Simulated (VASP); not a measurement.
Set up this calculation in VASP 6.6.1, as the native input.

```
Task                   : relaxation of cell and atoms
Functional             : PBE
Potentials or basis    : VASP PAW PBE potentials, release 64 (B, Bi_d)
Cutoff                 : 600 eV
k mesh                 : 8 × 8 × 8
Occupations            : fermi-dirac, width 0.02 eV
Spin                   : no spin polarisation
Dipole correction      : no
Further INCAR settings : ALGO = Normal; EDIFF = 1e-06; IBRION = 2; EDIFFG = -0.005; NSW = 80; ISIF = 3
```

The structure of BiB lies in POSCAR:

```
BiB
1.0
    0.0000000000      2.6768267881      2.6768267881
    2.6768267881      0.0000000000      2.6768267881
    2.6768267881      2.6768267881      0.0000000000
B Bi
1 1
Direct
    0.0000000000      0.0000000000      0.0000000000
    0.2500000000      0.2500000000      0.2500000000
```

The input as run:

INCAR

```
SYSTEM = BiB
PREC = Accurate ; ENCUT = 600
EDIFF = 1E-6 ; ISMEAR = -1
SIGMA = 0.02 ; LREAL = .False.
LASPH = .True. ; NELM = 100
ALGO = Normal ; ISIF = 3
LWAVE = .False. ; LCHARG = .False.
GGA = PE ; IBRION = 2
NSW = 80 ; EDIFFG = -0.005
```

KPOINTS

```
Automatic mesh
0
Gamma
  8 8 8
  0 0 0
```

Potentials or basis: VASP PAW PBE potentials, release 64 (B, Bi_d).

Command:

```console
$ cat potpaw_PBE.64/B/POTCAR potpaw_PBE.64/Bi_d/POTCAR > POTCAR
$ mpirun -np 1 vasp_std > vasp.out
```

Results of the run:

| Item | Value |
| --- | --- |
| Relaxed volume | 21.03 Å³/atom |
| Relaxed cell | a = 3.903 Å, b = 3.903 Å, c = 3.903 Å, α = 60.00°, β = 60.00°, γ = 60.00° |
| Space group after relaxing (to 0.05 Å) | F-43m (No. 216) |
| Energy gained by relaxing | 44.0 meV/atom |
| Ionic steps | 3 |
| Pressure after relaxing | 0.0 GPa |
| Band gap on the k mesh | 0.15 eV, direct |

Caveat: spin-orbit coupling is left out, which moves the levels of the heavy elements.

Wall time 53 s on 1 thread of Intel(R) Xeon(R) Platinum 8488C (Sapphire Rapids) (shared host), peak memory 0.18 GiB.
